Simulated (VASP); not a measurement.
# Ca (P6_3/mmc) in VASP: notebook

The runs below take Ca through single point, relaxation of cell and atoms, with PBEsol.

All numbers are computed with VASP 6.6.1; they aren't measurements. Logs are shortened: lines on timing, memory, paths and dates and some standing lists are left out, and cuts for length are marked.

### Step 1. The cell of the first run

Symmetry: P6_3/mmc, No. 194, hexagonal system. The conventional cell has a = 3.854 Å, b = 3.854 Å, c = 6.340 Å, α = 90.00°, β = 90.00°, γ = 120.00°. Ca (site symmetry -6m2) has 12 Ca at 3.85 to 3.87 Å within 5.1 Å.

### Step 2. Single point, PBEsol

INCAR

```
SYSTEM = Ca
PREC = Accurate
ENCUT = 520
EDIFF = 1E-7
ISMEAR = 0
SIGMA = 0.1
LREAL = .FALSE.
LASPH = .TRUE.
NELM = 100
ALGO = Normal
ISIF = 2
LWAVE = .FALSE.
LCHARG = .FALSE.
GGA = PS
NBANDS = 17
```

KPOINTS

```
regular mesh
0
G
  12 12 8
  0 0 0
```

POSCAR

```
Ca
1.0
    3.8536567445      0.0000000000      0.0000000000
   -1.9268283723      3.3373646382      0.0000000000
    0.0000000000      0.0000000000      6.3401854572
Ca
2
Direct
    0.3333333333      0.6666666667      0.2500000000
    0.6666666667      0.3333333333      0.7500000000
```

Potentials or basis: VASP PAW PBE potentials, release 64 (Ca_sv).

The run is started by

```console
$ cat potpaw_PBE.64/Ca_sv/POTCAR > POTCAR
$ mpirun -np 1 vasp_std > vasp.out
```

OUTCAR:

```text
SYSTEM = Ca
   PREC = Accurate
   ENCUT = 520
   EDIFF = 1E-7
   ISMEAR = 0
   LREAL = .FALSE.
   LASPH = .TRUE.
   NELM = 100
   ISIF = 2
   GGA = PS

 ion  position               nearest neighbor table
   1  0.333  0.667  0.250-
   2  0.667  0.333  0.750-

  LATTYP: Found a hexagonal cell.
 ALAT       =     3.8536567445
 C/A-ratio  =     1.6452387635

  Lattice vectors:

 A1 = (   3.8536567445,   0.0000000000,   0.0000000000)
 A2 = (  -1.9268283723,   3.3373646382,   0.0000000000)
 A3 = (   0.0000000000,   0.0000000000,   6.3401854572)

Analysis of symmetry for initial positions (statically):
=====================================================================
 Subroutine PRICEL returns:
 Original cell was already a primitive cell.

 Routine SETGRP: Setting up the symmetry group for a
 hexagonal supercell.

 Subroutine GETGRP returns: Found 24 space group operations
 (whereof 12 operations were pure point group operations)
 out of a pool of 24 trial point group operations.

The static configuration has the point symmetry D_3d.
 The point group associated with its full space group is D_6h.

Analysis of symmetry for dynamics (positions and initial velocities):
=====================================================================
 Subroutine PRICEL returns:
 Original cell was already a primitive cell.

 Routine SETGRP: Setting up the symmetry group for a
 hexagonal supercell.

 Subroutine GETGRP returns: Found 24 space group operations
 (whereof 12 operations were pure point group operations)
 out of a pool of 24 trial point group operations.

The dynamic configuration has the point symmetry D_3d.
 The point group associated with its full space group is D_6h.

 Subroutine INISYM returns: Found 24 space group operations
 (whereof 12 operations are pure point group operations),
 and found     1 'primitive' translations

----------------------------------------------------------------------------------------

                                     Primitive cell

  volume of cell :      81.5415

  direct lattice vectors                    reciprocal lattice vectors
     3.853656744  0.000000000  0.000000000     0.259493792  0.149818810  0.000000000
    -1.926828372  3.337364638  0.000000000     0.000000000  0.299637621  0.000000000
     0.000000000  0.000000000  6.340185457     0.000000000  0.000000000  0.157724093

  length of vectors
     3.853656744  3.853656745  6.340185457     0.299637621  0.299637621  0.157724093

  position of ions in fractional coordinates (direct lattice)
     0.333333333  0.666666667  0.250000000
     0.666666667  0.333333333  0.750000000

  ion indices of the primitive-cell ions
   primitive index   ion index
                 1           1
                 2           2

----------------------------------------------------------------------------------------

 KPOINTS: regular mesh

Automatic generation of k-mesh.
 Grid dimensions read from file:
 generate k-points for:   12   12    8

 Generating k-lattice:

  Cartesian coordinates                     Fractional coordinates (reciprocal lattice)
     0.021624483  0.012484901  0.000000000     0.083333333  0.000000000  0.000000000
     0.000000000  0.024969802  0.000000000     0.000000000  0.083333333  0.000000000
     0.000000000  0.000000000  0.019715512     0.000000000  0.000000000  0.125000000

  Length of vectors
     0.024969802  0.024969802  0.019715512

  Shift w.r.t. Gamma in fractional coordinates (k-lattice)
     0.000000000  0.000000000  0.000000000

 Subroutine IBZKPT returns following result:
 ===========================================

 Found     95 irreducible k-points:

 Following reciprocal coordinates:
            Coordinates               Weight
  0.000000  0.000000  0.000000      1.000000
  0.083333 -0.000000  0.000000      6.000000
  0.166667  0.000000  0.000000      6.000000
  0.250000 -0.000000  0.000000      6.000000
  0.333333  0.000000  0.000000      6.000000
  0.416667 -0.000000  0.000000      6.000000
[... 16 lines left out ...]
  0.250000 -0.000000  0.125000     12.000000
  0.333333  0.000000  0.125000     12.000000
 [... further k-points ...]
   k-points           NKPTS =     95   k-points in BZ     NKDIM =     95   number of bands    NBANDS=     17
   number of dos      NEDOS =    301   number of ions     NIONS =      2
   total plane-waves  NPLWV =  43200
   dimension x,y,z NGX =    30 NGY =   30 NGZ =   48
   dimension x,y,z NGXF=    60 NGYF=   60 NGZF=   96
   ions per type =               2
   NGX,Y,Z   is equivalent  to a cutoff of  12.94, 12.94, 12.59 a.u.
   NGXF,Y,Z  is equivalent  to a cutoff of  25.88, 25.88, 25.17 a.u.
 SYSTEM =  Ca
   PREC   = accura    normal or accurate (medium, high low for compatibility)
   ISTART =      0    job   : 0-new  1-cont  2-samecut
   ICHARG =      2    charge: 1-file 2-atom 10-const
   ISPIN  =      1    spin polarized calculation?
   LNONCOLLINEAR =      F non collinear calculations
   LSORBIT =      F    spin-orbit coupling
   LASPH  =      T    aspherical Exc in radial PAW
   ENCUT  =  520.0 eV  38.22 Ry    6.18 a.u.   7.17  7.17 11.79*2*pi/ulx,y,z
   NELM   =    100;   NELMIN=  2; NELMDL= -5     # of ELM steps
   EDIFF  = 0.1E-06   stopping-criterion for ELM
   LREAL  =      F    real-space projection
   EDIFFG = 0.1E-05   stopping-criterion for IOM
   NSW    =      0    number of steps for IOM
   IBRION =     -1    ionic relax: 0-MD 1-quasi-New 2-CG
   NFREE  =      0    steps in history (QN), initial steepest desc. (CG)
   ISIF   =      2    stress and relaxation
   ISYM   =      2    0-nonsym 1-usesym 2-fastsym
   POTIM  = 0.5000    time-step for ionic-motion
   TEBEG  =    0.0;   TEEND  =   0.0 temperature during run
   PSTRESS=    0.0 pullay stress
   NELECT =      20.0000    total number of electrons
   NUPDOWN=      -1.0000    fix difference up-down
   EMIN   =  10.00;   EMAX   =-10.00  energy-range for DOS
   EFERMI =   0.00;   METHOD = LEGACY
   ISMEAR =     0;   SIGMA  =   0.10  broadening in eV -4-tet -1-fermi 0-gaus
   EFERMI_NEDOS =   21; number of points for ismear=-14 and -15
   IALGO  =     38    algorithm
   IMIX   =      4    mixing-type and parameters
     AMIX     =   0.40;   BMIX     =  1.00
     AMIX_MAG =   1.60;   BMIX_MAG =  1.00
  volume/ion in A,a.u.               =      40.77       275.13
  Fermi-wavevector in a.u.,A,eV,Ry     =   1.024767  1.936529 14.288133  1.050148
  Thomas-Fermi vector in A             =   2.158572
   LORBIT       =      0    0 simple, 1 ext, 2 COOP (PROOUT), +10 PAW based schemes
   GGA     = PS    functional components
   LHFCALC =     F    Hartree Fock is set to
   AEXX    =    0.0000 exact exchange contribution
   IVDW    =     0    specifies the selected vdW correction
   LEPSILON=     F    determine dielectric tensor
   LRPA    =     F    only Hartree local field effects (RPA)
 non-spin polarized calculation
 Gauss-broadening in eV      SIGMA  =   0.10
  energy-cutoff  :      520.00
  volume of cell :       81.54
 maximum number of plane-waves:      2226
 NGX is ok and might be reduce to    30
   NGX = 15   NGY = 15   NGZ = 23

 number of electron      20.0000000 magnetization

 Free energy of the ion-electron system (eV)
  ---------------------------------------------------
  ext. energy  EPLUGINS =         0.00000000
  ---------------------------------------------------
  free energy    TOTEN  =        -4.26590870 eV

  energy without entropy =       -4.25645879  energy(sigma->0) =       -4.26118375

 E-fermi :   2.0899     XC(G=0):  -7.9198

 val. band max:        2.0895837300   @ k =   0.2500   0.0833   0.0000
 cond. band min:       2.1497328278   @ k =   0.0000   0.0000   0.1250
 fundamental gap:      0.0601490978
 Fermi energy:         2.0898521484

 k-point     1 :       0.0000    0.0000    0.0000
  band No.  band energies     occupation
      1     -39.7229      2.00000
      2     -39.7070      2.00000
      3     -20.8630      2.00000
      4     -20.7340      2.00000
      5     -20.7340      2.00000
      6     -20.7129      2.00000
[... 9 lines left out ...]
     16       4.7102      0.00000
     17       5.1403      0.00000

 k-point     2 :       0.0833   -0.0000    0.0000
  band No.  band energies     occupation
      1     -39.7219      2.00000
      2     -39.7065      2.00000
      3     -20.8594      2.00000
      4     -20.7423      2.00000
      5     -20.7366      2.00000
      6     -20.7215      2.00000
[... 9 lines left out ...]
     16       4.7907      0.00000
     17       5.0300      0.00000

 k-point     3 :       0.1667    0.0000    0.0000
  band No.  band energies     occupation
      1     -39.7192      2.00000
      2     -39.7052      2.00000
      3     -20.8492      2.00000
      4     -20.7651      2.00000
      5     -20.7448      2.00000
      6     -20.7436      2.00000
[... 9 lines left out ...]
     16       4.7552      0.00000
     17       5.0098      0.00000

 k-point     4 :       0.2500   -0.0000    0.0000
  band No.  band energies     occupation
      1     -39.7153      2.00000
      2     -39.7034      2.00000
      3     -20.8341      2.00000
      4     -20.7966      2.00000
      5     -20.7759      2.00000
      6     -20.7528      2.00000
[... 9 lines left out ...]
     16       5.0357      0.00000
     17       5.0971      0.00000
[... 343 lines left out ...]
      1     -39.7186      2.00000
      2     -39.7057      2.00000
      3     -20.8449      2.00000
      4     -20.7636      2.00000
      5     -20.7477      2.00000
      6     -20.7426      2.00000
[... 9 lines left out ...]
     16       4.8810      0.00000
     17       5.0379      0.00000

 k-point    23 :       0.2500   -0.0000    0.1250
  band No.  band energies     occupation
      1     -39.7148      2.00000
      2     -39.7039      2.00000
      3     -20.8332      2.00000
      4     -20.7928      2.00000
      5     -20.7786      2.00000
      6     -20.7517      2.00000
[... 9 lines left out ...]
     16       5.1050      0.00000
     17       5.1165      0.00000

 k-point    24 :       0.3333    0.0000    0.1250
  band No.  band energies     occupation
      1     -39.7107      2.00000
      2     -39.7023      2.00000
      3     -20.8357      2.00000
      4     -20.8120      2.00000
      5     -20.8024      2.00000
      6     -20.7607      2.00000
[... 9 lines left out ...]
     16       5.4218      0.00000
     17       5.5586      0.00000

 [... further k-points ...]
[... 5 lines left out ...]
  --------------------------------------------------------------------------------------
  -------------------------------------------------------------------------------------
  Total       -0.0020077     -0.0020077      0.0073532      0.0000000      0.0000000      0.0000000
  in kB       -0.0394492     -0.0394492      0.1444800      0.0000000      0.0000000      0.0000000
  external PRESSURE =       0.0218605 kB  Pullay stress =       0.0000000 kB

 VOLUME and BASIS-vectors are now :
 -----------------------------------------------------------------------------
  energy-cutoff  :      520.00
  volume of cell :       81.54
      direct lattice vectors                 reciprocal lattice vectors
     3.853656744  0.000000000  0.000000000     0.259493792  0.149818810  0.000000000
    -1.926828372  3.337364638  0.000000000     0.000000000  0.299637621  0.000000000
     0.000000000  0.000000000  6.340185457     0.000000000  0.000000000  0.157724093

 POSITION                                       TOTAL-FORCE (eV/Angst)
 -----------------------------------------------------------------------------------
     -0.00000      2.22491      1.58505        -0.000000     -0.000000     -0.000000
      1.92683      1.11245      4.75514         0.000000      0.000000      0.000000
 -----------------------------------------------------------------------------------
    total drift:                               -0.000000      0.000000      0.000000

  FREE ENERGIE OF THE ION-ELECTRON SYSTEM (eV)
  ---------------------------------------------------
  free  energy   TOTEN  =        -4.2659087042 eV

  energy  without entropy=       -4.2564587906  energy(sigma->0) =       -4.26118375
```

Wall time 68 s (1 thread of Intel Xeon Platinum 8488C (Sapphire Rapids), shared host); peak memory 0.26 GiB.

Results:

| Item | Value |
| --- | --- |
| Free energy | -4.2659 eV |
| Pressure | 0.0 GPa |
| Band gap on the k mesh | zero (band 10 reaches 2.33 eV, above the bottom of band 11 at 1.87 eV) |

Caveat: the PAW data sets were made with another functional, which shifts forces and pressure a little.

### Step 3. Relaxation of cell and atoms, PBEsol

This run uses another cell than the first one, of 44.72 Å³/atom, 1.097 times its volume.

INCAR

```
PREC = Accurate
ENCUT = 600
EDIFF = 1E-6
ISMEAR = 0
SIGMA = 0.1
LREAL = F
LASPH = T
NELM = 100
ALGO = Normal
ISIF = 3
LWAVE = F
LCHARG = F
GGA = PS
IBRION = 2
NSW = 100
EDIFFG = -0.005
```

KPOINTS

```
Automatic mesh
0
Gamma
  12 12 8
```

POSCAR

```
Ca
1.0
    3.9799995206      0.0000000000      0.0000000000
   -1.9899997603      3.4467806919      0.0000000000
    0.0000000000      0.0000000000      6.5200000000
Ca
2
Direct
    0.3333333333      0.6666666667      0.2500000000
    0.6666666667      0.3333333333      0.7500000000
```

Potentials or basis: VASP PAW PBE potentials, release 64 (Ca_sv).

The run is started by

```console
$ cat potpaw_PBE.64/Ca_sv/POTCAR > POTCAR
$ mpirun -np 1 vasp_std > vasp.out
```

OUTCAR:

```text
PREC = Accurate
   ENCUT = 600
   EDIFF = 1E-6
   ISMEAR = 0
   LREAL = F
   LASPH = T
   NELM = 100
   ISIF = 3
   GGA = PS
   IBRION = 2
   NSW = 100
   EDIFFG = -0.005

 ion  position               nearest neighbor table
   1  0.333  0.667  0.250-
   2  0.667  0.333  0.750-

  LATTYP: Found a hexagonal cell.
 ALAT       =     3.9799995206
 C/A-ratio  =     1.6381911521

  Lattice vectors:

 A1 = (   3.9799995206,   0.0000000000,   0.0000000000)
 A2 = (  -1.9899997603,   3.4467806919,   0.0000000000)
 A3 = (   0.0000000000,   0.0000000000,   6.5200000000)

Analysis of symmetry for initial positions (statically):
=====================================================================
 Subroutine PRICEL returns:
 Original cell was already a primitive cell.

 Routine SETGRP: Setting up the symmetry group for a
 hexagonal supercell.

 Subroutine GETGRP returns: Found 24 space group operations
 (whereof 12 operations were pure point group operations)
 out of a pool of 24 trial point group operations.

The static configuration has the point symmetry D_3d.
 The point group associated with its full space group is D_6h.

Analysis of symmetry for dynamics (positions and initial velocities):
=====================================================================
 Subroutine PRICEL returns:
[... 170 lines left out ...]
  external PRESSURE =     -14.1114996 kB  Pullay stress =       0.0000000 kB
[... 239 lines left out ...]
--------------------------------------- Ionic step        8  -------------------------------------------

 number of electron      19.9999999 magnetization

 Free energy of the ion-electron system (eV)
  ---------------------------------------------------
  ext. energy  EPLUGINS =         0.00000000
  ---------------------------------------------------
  free energy    TOTEN  =        -4.26659869 eV

  energy without entropy =       -4.25710971  energy(sigma->0) =       -4.26185420

 E-fermi :   2.0833     XC(G=0):  -7.9148

 val. band max:        2.0825824426   @ k =   0.2500   0.0833   0.0000
 cond. band min:       2.1403774395   @ k =   0.0000   0.0000   0.1250
 fundamental gap:      0.0577949969
 Fermi energy:         2.0832641661

 k-point     1 :       0.0000    0.0000    0.0000
  band No.  band energies     occupation
      1     -39.7323      2.00000
      2     -39.7166      2.00000
      3     -20.8717      2.00000
      4     -20.7437      2.00000
      5     -20.7437      2.00000
      6     -20.7228      2.00000
      7     -20.7228      2.00000
      8     -20.7158      2.00000
      9      -2.0746      2.00000
     10       0.9691      2.00000
     11       1.8568      1.99864
     12       4.3418      0.00000
     13       4.3843      0.00000
     14       4.3843      0.00000
[... 377 lines left out ...]
      1     -39.7202      2.00000
      2     -39.7119      2.00000
      3     -20.8448      2.00000
      4     -20.8214      2.00000
      5     -20.8117      2.00000
      6     -20.7703      2.00000
      7     -20.7409      2.00000
      8     -20.7374      2.00000
      9      -0.4063      2.00000
     10       1.7341      2.00000
     11       2.4173      0.00000
     12       2.6795      0.00000
     13       3.8384      0.00000
     14       3.8505      0.00000

 [... further k-points ...]
[... 5 lines left out ...]
  --------------------------------------------------------------------------------------
  -------------------------------------------------------------------------------------
  Total       -0.0007797     -0.0007797     -0.0032232     -0.0000000     -0.0000000      0.0000000
  in kB       -0.0152966     -0.0152966     -0.0632325     -0.0000000     -0.0000000      0.0000000
  external PRESSURE =      -0.0312752 kB  Pullay stress =       0.0000000 kB
[... 17 lines left out ...]
  FREE ENERGIE OF THE ION-ELECTRON SYSTEM (eV)
  ---------------------------------------------------
  free  energy   TOTEN  =        -4.2665986938 eV

  energy  without entropy=       -4.2571097127  energy(sigma->0) =       -4.26185420

 reached required accuracy - stopping structural energy minimisation
```

CONTCAR:

```text
Ca
   1.00000000000000
     3.8549780254718780    0.0000000000000000    0.0000000000000000
    -1.9274890127359390    3.3385089010989435    0.0000000000000000
     0.0000000000000000   -0.0000000000000000    6.3457425400795300
  Ca
     2
Direct
     0.3333333332999970    0.6666666667000030    0.2500000000000000
     0.6666666667000030    0.3333333332999970    0.7500000000000000

  0.00000000E+00  0.00000000E+00  0.00000000E+00
  0.00000000E+00  0.00000000E+00  0.00000000E+00
```

It took 6.4 min on 1 thread of Intel Xeon Platinum 8488C (Sapphire Rapids), shared host; peak memory 0.32 GiB.

Results:

```yaml
Free_energy: -4.2666 eV
Relaxed_volume: 40.83 Å³/atom
Relaxed_cell: a = 3.855 Å, b = 3.855 Å, c = 6.346 Å, α = 90.00°, β = 90.00°, γ = 120.00°
Space_group_after_relaxing_to_0.05_Å: P6_3/mmc (No. 194)
Energy_gained_by_relaxing: 18.3 meV/atom
Ionic_steps: 8
Pressure_after_relaxing: 0.0 GPa
Band_gap_on_the_k_mesh: zero (band 10 reaches 2.32 eV, above the bottom of band 11 at 1.86 eV)
```

Step by step:
```tsv
step	energy change (eV)	largest force (eV/Å)	pressure (GPa)	volume (Å³)
1	0.0000	0.0000	-1.41	89.44
2	-0.0314	0.0000	-0.56	84.44
3	-0.0364	0.0000	-0.05	81.93
4	-0.0364	0.0000	0.00	81.69
5	-0.0364	0.0000	0.03	81.54
6	-0.0365	0.0000	0.04	81.53
7	-0.0365	0.0000	0.04	81.52
8	-0.0365	0.0000	0.00	81.67
```

Final structure:
```cif
data_structure
_symmetry_space_group_name_H-M 'P 1'
_symmetry_Int_Tables_number 1
_cell_length_a 3.8550
_cell_length_b 3.8550
_cell_length_c 6.3457
_cell_angle_alpha 90.000
_cell_angle_beta 90.000
_cell_angle_gamma 120.000
_cell_volume 81.67
loop_
_atom_site_label
_atom_site_type_symbol
_atom_site_fract_x
_atom_site_fract_y
_atom_site_fract_z
_atom_site_occupancy
Ca1 Ca 0.33333 0.66667 0.25000 1
Ca2 Ca 0.66667 0.33333 0.75000 1
```

Caveat: the PAW data sets were made with another functional, which shifts forces and pressure a little.

### Step 4. Single point, PBEsol

INCAR

```
SYSTEM = Ca
PREC = Accurate ; ENCUT = 520
EDIFF = 1E-6 ; ISMEAR = 0
SIGMA = 0.1 ; LREAL = .False.
LASPH = .True. ; NELM = 100
ALGO = Normal ; ISIF = 2
LWAVE = .False. ; LCHARG = .False.
GGA = PS ; NBANDS = 17
```

KPOINTS

```
regular mesh
0
Gamma
  12 12 8
  0 0 0
```

POSCAR

```
Ca
1.0
    3.8536567445      0.0000000000      0.0000000000
   -1.9268283723      3.3373646382      0.0000000000
    0.0000000000      0.0000000000      6.3401854572
Ca
2
Direct
    0.3333333333      0.6666666667      0.2500000000
    0.6666666667      0.3333333333      0.7500000000
```

The run is started by

```console
$ cat potpaw_PBE.64/Ca_sv/POTCAR > POTCAR
$ mpirun -np 1 vasp_std > vasp.out
```

Run time: 1.7 min. Hardware: 1 thread of Intel Xeon Platinum 8488C (Sapphire Rapids), shared host; peak memory 0.26 GiB.

It converged, with:

```yaml
Free_energy: -4.2659 eV
Pressure: 0.0 GPa
Band_gap_on_the_k_mesh: zero (band 10 reaches 2.33 eV, above the bottom of band 11 at 1.87 eV)
```

Levels at points of the mesh, in eV from the Fermi level:
```csv
k point,band 8,band 9,band 10,band 11,band 12,band 13
"(0.00, 0.00, 0.00)",-22.80,-4.16,-1.11,-0.22,2.26,2.30
"(0.50, 0.00, 0.00)",-22.83,-1.16,-0.71,0.16,0.33,1.37
"(0.00, 0.00, 0.50)",-22.81,-3.12,-3.12,1.36,1.36,2.29
"(0.50, 0.00, 0.50)",-22.84,-0.75,-0.75,0.10,0.10,1.43
```

Caveat: the PAW data sets were made with another functional, which shifts forces and pressure a little.
